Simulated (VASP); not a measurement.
# Dy3C (P6_3/mcm) in VASP: single point with PBE

Aim: the single point of Dy3C with PBE.

All numbers are computed with VASP 6.6.1; they aren't measurements. Logs are shortened: lines on timing, memory, paths and dates and some standing lists are left out, and cuts for length are marked.

**1. The cell of the first run**

Symmetry: P6_3/mcm, No. 193, hexagonal system. Conventional cell: a = 6.278 Å, b = 6.278 Å, c = 6.153 Å, α = 90.00°, β = 90.00°, γ = 120.00°. Within 3.3 Å of Dy (site symmetry m2m) lie 2 C at 2.43 Å and 2 Dy at 3.26 Å. C (site symmetry -3m) has 6 Dy at 2.43 Å and 2 C at 3.08 Å within 3.2 Å.

**2. Single point, PBE**

INCAR reads:

```
  PREC = Accurate
  ENCUT = 600
  EDIFF = 1E-6
  ISMEAR = 0
  SIGMA = 0.2
  LREAL = False
  LASPH = True
  NELM = 200
  ALGO = Normal
  ISIF = 2
  LWAVE = False
  LCHARG = False
  GGA = PE
  NBANDS = 41
  GGA_COMPAT = False
  LMAXMIX = 6
```

KPOINTS reads:

```
regular mesh
0
Gamma
  4 6 6
```

POSCAR reads:

```
Dy3C
1.0
    0.0000000000      0.0000000000      6.1525703590
    6.2784178836      0.0000000000      0.0000000000
   -3.1392089418      5.4372693828      0.0000000000
Dy C
6 2
Direct
    0.7500000000      0.2996859491      0.0000000000
    0.7500000000      1.0000000000      0.2996859491
    0.7500000000      0.7003140509      0.7003140509
    0.2500000000      0.7003140509      0.0000000000
    0.2500000000      0.0000000000      0.7003140509
    0.2500000000      0.2996859491      0.2996859491
    0.0000000000      0.0000000000      0.0000000000
    0.5000000000      0.0000000000      0.0000000000
```

Potentials or basis: VASP PAW PBE potentials, release 64 (Dy_3, C), 4f in core.

Command:

```bash
cat potpaw_PBE.64/Dy_3/POTCAR potpaw_PBE.64/C/POTCAR > POTCAR
mpirun -np 1 vasp_std > vasp.out
```

OUTCAR:

```text
PREC = Accurate
   ENCUT = 600
   EDIFF = 1E-6
   ISMEAR = 0
   LREAL = False
   LASPH = True
   NELM = 200
   ISIF = 2
   GGA = PE

 ion  position               nearest neighbor table
   1  0.750  0.300  0.000-   7 2.43   8 2.43   2 3.26   3 3.26   6 3.61   5 3.61   5 3.61   6 3.61

   2  0.750  0.000  0.300-   7 2.43   8 2.43   1 3.26   3 3.26   6 3.61   6 3.61   4 3.61   4 3.61

   3  0.750  0.700  0.700-   7 2.43   8 2.43   1 3.26   2 3.26   5 3.61   5 3.61   4 3.61   4 3.61

   4  0.250  0.700  0.000-   7 2.43   8 2.43   6 3.26   5 3.26   3 3.61   2 3.61   2 3.61   3 3.61

   5  0.250  0.000  0.700-   7 2.43   8 2.43   4 3.26   6 3.26   3 3.61   3 3.61   1 3.61   1 3.61

   6  0.250  0.300  0.300-   7 2.43   8 2.43   4 3.26   5 3.26   2 3.61   2 3.61   1 3.61   1 3.61

   7  0.000  0.000  0.000-   1 2.43   4 2.43   3 2.43   2 2.43   5 2.43   6 2.43
   8  0.500  0.000  0.000-   1 2.43   4 2.43   3 2.43   2 2.43   5 2.43   6 2.43

  LATTYP: Found a hexagonal cell.
 ALAT       =     6.2784178836
 C/A-ratio  =     0.9799555355

  Lattice vectors:

 A1 = (   6.2784178836,   0.0000000000,   0.0000000000)
 A2 = (  -3.1392089418,   5.4372693828,   0.0000000000)
 A3 = (   0.0000000000,   0.0000000000,   6.1525703590)

Analysis of symmetry for initial positions (statically):
=====================================================================
 Subroutine PRICEL returns:
 Original cell was already a primitive cell.

 Routine SETGRP: Setting up the symmetry group for a
 hexagonal supercell.

 Subroutine GETGRP returns: Found 24 space group operations
 (whereof 12 operations were pure point group operations)
 out of a pool of 24 trial point group operations.

The static configuration has the point symmetry D_3d.
 The point group associated with its full space group is D_6h.

Analysis of symmetry for dynamics (positions and initial velocities):
=====================================================================
 Subroutine PRICEL returns:
 Original cell was already a primitive cell.

 Routine SETGRP: Setting up the symmetry group for a
 hexagonal supercell.

 Subroutine GETGRP returns: Found 24 space group operations
 (whereof 12 operations were pure point group operations)
 out of a pool of 24 trial point group operations.

The dynamic configuration has the point symmetry D_3d.
 The point group associated with its full space group is D_6h.

 Subroutine INISYM returns: Found 24 space group operations
 (whereof 12 operations are pure point group operations),
 and found     1 'primitive' translations

----------------------------------------------------------------------------------------

                                     Primitive cell

  volume of cell :     210.0331

  direct lattice vectors                    reciprocal lattice vectors
     0.000000000  0.000000000  6.152570359     0.000000000  0.000000000  0.162533696
     6.278417884  0.000000000  0.000000000     0.159275795  0.091957923  0.000000000
    -3.139208942  5.437269383  0.000000000     0.000000000  0.183915846  0.000000000

  length of vectors
     6.152570359  6.278417884  6.278417884     0.162533696  0.183915846  0.183915846

  position of ions in fractional coordinates (direct lattice)
     0.750000000  0.299685949  0.000000000
     0.750000000  0.000000000  0.299685949
     0.750000000  0.700314051  0.700314051
     0.250000000  0.700314051  0.000000000
     0.250000000  0.000000000  0.700314051
     0.250000000  0.299685949  0.299685949
     0.000000000  0.000000000  0.000000000
     0.500000000  0.000000000  0.000000000

  ion indices of the primitive-cell ions
   primitive index   ion index
                 1           1
                 2           2
                 3           3
                 4           4
                 5           5
                 6           6
                 7           7
                 8           8

----------------------------------------------------------------------------------------

 KPOINTS: regular mesh

Automatic generation of k-mesh.
 Grid dimensions read from file:
 generate k-points for:    4    6    6

 Generating k-lattice:

  Cartesian coordinates                     Fractional coordinates (reciprocal lattice)
     0.000000000  0.000000000  0.040633424     0.250000000  0.000000000  0.000000000
     0.026545966  0.015326321  0.000000000     0.000000000  0.166666667  0.000000000
     0.000000000  0.030652641  0.000000000     0.000000000  0.000000000  0.166666667

  Length of vectors
     0.040633424  0.030652641  0.030652641

  Shift w.r.t. Gamma in fractional coordinates (k-lattice)
     0.000000000  0.000000000  0.000000000

 Subroutine IBZKPT returns following result:
 ===========================================

 Found     21 irreducible k-points:

 Following reciprocal coordinates:
            Coordinates               Weight
  0.000000  0.000000  0.000000      1.000000
  0.250000  0.000000  0.000000      2.000000
  0.500000  0.000000  0.000000      1.000000
  0.000000  0.166667 -0.000000      6.000000
  0.250000  0.166667 -0.000000     12.000000
  0.500000  0.166667 -0.000000      6.000000
[... 13 lines left out ...]
  0.250000  0.333333  0.333333      4.000000
  0.500000  0.333333  0.333333      2.000000
   k-points           NKPTS =     21   k-points in BZ     NKDIM =     21   number of bands    NBANDS=     41
   number of dos      NEDOS =    301   number of ions     NIONS =      8
   total plane-waves  NPLWV = 125000
   dimension x,y,z NGX =    50 NGY =   50 NGZ =   50
   dimension x,y,z NGXF=   100 NGYF=  100 NGZF=  100
   ions per type =               6   2
   NGX,Y,Z   is equivalent  to a cutoff of  13.51, 13.24, 13.24 a.u.
   NGXF,Y,Z  is equivalent  to a cutoff of  27.02, 26.48, 26.48 a.u.
 SYSTEM =  unknown system
   PREC   = accura    normal or accurate (medium, high low for compatibility)
   ISTART =      0    job   : 0-new  1-cont  2-samecut
   ICHARG =      2    charge: 1-file 2-atom 10-const
   ISPIN  =      1    spin polarized calculation?
   LNONCOLLINEAR =      F non collinear calculations
   LSORBIT =      F    spin-orbit coupling
   LASPH  =      T    aspherical Exc in radial PAW
   ENCUT  =  600.0 eV  44.10 Ry    6.64 a.u.  12.29 12.54 12.54*2*pi/ulx,y,z
   NELM   =    200;   NELMIN=  2; NELMDL= -5     # of ELM steps
   EDIFF  = 0.1E-05   stopping-criterion for ELM
   LREAL  =      F    real-space projection
   EDIFFG = 0.1E-04   stopping-criterion for IOM
   NSW    =      0    number of steps for IOM
   IBRION =     -1    ionic relax: 0-MD 1-quasi-New 2-CG
   NFREE  =      0    steps in history (QN), initial steepest desc. (CG)
   ISIF   =      2    stress and relaxation
   ISYM   =      2    0-nonsym 1-usesym 2-fastsym
   POTIM  = 0.5000    time-step for ionic-motion
   TEBEG  =    0.0;   TEEND  =   0.0 temperature during run
   PSTRESS=    0.0 pullay stress
   NELECT =      62.0000    total number of electrons
   NUPDOWN=      -1.0000    fix difference up-down
   EMIN   =  10.00;   EMAX   =-10.00  energy-range for DOS
   EFERMI =   0.00;   METHOD = LEGACY
   ISMEAR =     0;   SIGMA  =   0.20  broadening in eV -4-tet -1-fermi 0-gaus
   EFERMI_NEDOS =   21; number of points for ismear=-14 and -15
   IALGO  =     38    algorithm
   IMIX   =      4    mixing-type and parameters
     AMIX     =   0.40;   BMIX     =  1.00
     AMIX_MAG =   1.60;   BMIX_MAG =  1.00
  volume/ion in A,a.u.               =      26.25       177.17
  Fermi-wavevector in a.u.,A,eV,Ry     =   1.090041  2.059879 16.166299  1.188189
  Thomas-Fermi vector in A             =   2.226257
   LORBIT       =      0    0 simple, 1 ext, 2 COOP (PROOUT), +10 PAW based schemes
   GGA     = PE    functional components
   LHFCALC =     F    Hartree Fock is set to
   AEXX    =    0.0000 exact exchange contribution
   IVDW    =     0    specifies the selected vdW correction
   LEPSILON=     F    determine dielectric tensor
   LRPA    =     F    only Hartree local field effects (RPA)
 non-spin polarized calculation
 Gauss-broadening in eV      SIGMA  =   0.20
  energy-cutoff  :      600.00
  volume of cell :      210.03
 maximum number of plane-waves:      7045
 NGX is ok and might be reduce to    50
   NGX = 25   NGY = 25   NGZ = 25

 number of electron      62.0000006 magnetization

 Free energy of the ion-electron system (eV)
  ---------------------------------------------------
  ext. energy  EPLUGINS =         0.00000000
  ---------------------------------------------------
  free energy    TOTEN  =       -46.61310445 eV

  energy without entropy =      -46.35242357  energy(sigma->0) =      -46.48276401

 E-fermi :   3.0002     XC(G=0):  -9.7600

 val. band max:        2.9900937097   @ k =   0.2500   0.0000   0.0000
 cond. band min:       3.0057628939   @ k =   0.0000   0.1667   0.1667
 fundamental gap:      0.0156691842
 Fermi energy:         3.0001515639

 k-point     1 :       0.0000    0.0000    0.0000
  band No.  band energies     occupation
      1     -20.4318      2.00000
      2     -20.3674      2.00000
      3     -20.2279      2.00000
      4     -20.1933      2.00000
      5     -20.1933      2.00000
      6     -20.1890      2.00000
[... 33 lines left out ...]
     40       5.2508      0.00000
     41       5.3683      0.00000

 k-point     2 :       0.2500    0.0000    0.0000
  band No.  band energies     occupation
      1     -20.4102      2.00000
      2     -20.3376      2.00000
      3     -20.2339      2.00000
      4     -20.2339      2.00000
      5     -20.2181      2.00000
      6     -20.2181      2.00000
[... 33 lines left out ...]
     40       5.0363      0.00000
     41       5.5232      0.00000

 k-point     3 :       0.5000    0.0000    0.0000
  band No.  band energies     occupation
      1     -20.3606      2.00000
      2     -20.3606      2.00000
      3     -20.2522      2.00000
      4     -20.2522      2.00000
      5     -20.2522      2.00000
      6     -20.2522      2.00000
[... 743 lines left out ...]
      2     -20.3434      2.00000
      3     -20.2456      2.00000
      4     -20.2456      2.00000
      5     -20.2023      2.00000
      6     -20.2023      2.00000
[... 33 lines left out ...]
     40       5.2766      0.00000
     41       5.7075      0.00000

 k-point    21 :       0.5000    0.3333    0.3333
  band No.  band energies     occupation
      1     -20.3853      2.00000
      2     -20.3853      2.00000
      3     -20.2454      2.00000
      4     -20.2454      2.00000
      5     -20.2454      2.00000
      6     -20.2454      2.00000
[... 33 lines left out ...]
     40       5.1595      0.00000
     41       5.4617      0.00000

------------------------ aborting loop because EDIFF is reached ----------------------------------------

  FORCE on cell =-STRESS in cart. coord.  units (eV):
  Direction    XX          YY          ZZ          XY          YZ          ZX
  --------------------------------------------------------------------------------------
  -------------------------------------------------------------------------------------
  Total        0.4980283      0.4980283      0.8188655     -0.0000000      0.0000000      0.0000000
  in kB        3.7990670      3.7990670      6.2464824     -0.0000000      0.0000000      0.0000000
  external PRESSURE =       4.6148721 kB  Pullay stress =       0.0000000 kB

 VOLUME and BASIS-vectors are now :
 -----------------------------------------------------------------------------
  energy-cutoff  :      600.00
  volume of cell :      210.03
      direct lattice vectors                 reciprocal lattice vectors
     0.000000000  0.000000000  6.152570359     0.000000000  0.000000000  0.162533696
     6.278417884  0.000000000  0.000000000     0.159275795  0.091957923  0.000000000
    -3.139208942  5.437269383  0.000000000     0.000000000  0.183915846  0.000000000

 POSITION                                       TOTAL-FORCE (eV/Angst)
 -----------------------------------------------------------------------------------
      1.88155      0.00000      4.61443         0.058502     -0.000000     -0.000000
     -0.94078      1.62947      4.61443        -0.029251      0.050664     -0.000000
      2.19843      3.80780      4.61443        -0.029251     -0.050664      0.000000
      4.39686      0.00000      1.53814        -0.058502      0.000000     -0.000000
     -2.19843      3.80780      1.53814         0.029251     -0.050664     -0.000000
      0.94078      1.62947      1.53814         0.029251      0.050664      0.000000
      0.00000      0.00000      0.00000        -0.000000      0.000000     -0.000000
      0.00000      0.00000      3.07629        -0.000000      0.000000     -0.000000
 -----------------------------------------------------------------------------------
    total drift:                                0.000000      0.000000      0.000000

  FREE ENERGIE OF THE ION-ELECTRON SYSTEM (eV)
  ---------------------------------------------------
  free  energy   TOTEN  =       -46.6131044485 eV

  energy  without entropy=      -46.3524235732  energy(sigma->0) =      -46.48276401
```

It took 2.6 min on 1 thread of Intel Xeon Platinum 8488C (Sapphire Rapids), shared host; peak memory 0.45 GiB.

What came out:

```yaml
Free_energy: -46.6131 eV
Pressure: 0.5 GPa
Largest_force: 0.059 eV/Å
Band_gap_on_the_k_mesh: zero (bands 31 and 32 overlap by 0.80 eV)
```

Forces on the atoms (eV/Å):
```
Dy   0.059  0.000  0.000
Dy  -0.029  0.051  0.000
Dy  -0.029 -0.051  0.000
Dy  -0.059  0.000  0.000
Dy   0.029 -0.051  0.000
Dy   0.029  0.051  0.000
C    0.000  0.000  0.000
C    0.000  0.000  0.000
```

Stress tensor (GPa, compression positive):
```
0.38 0.00 0.00
0.00 0.38 0.00
0.00 0.00 0.62
```

Levels at points of the mesh, in eV from the Fermi level:
```
           k point  band 27  band 28  band 29  band 30  band 31  band 32  band 33  band 34  band 35  band 36
(0.00, 0.00, 0.00)    -0.54    -0.48    -0.21    -0.21    -0.10     0.25     0.25     0.82     0.82     1.12
(0.50, 0.00, 0.00)    -1.28    -1.28     0.17     0.17     0.49     0.49     0.49     0.49     1.34     1.34
(0.00, 0.50, 0.00)    -0.92    -0.80    -0.39    -0.36    -0.34    -0.31    -0.11     0.02     1.49     1.62
(0.50, 0.50, 0.00)    -0.91    -0.91    -0.72    -0.72     0.25     0.25     0.61     0.61     0.76     0.76
```

Caveat: spin-orbit coupling is left out, which moves the levels of the heavy elements; the 4f electrons are frozen in the core, so they carry no moment and show no levels.
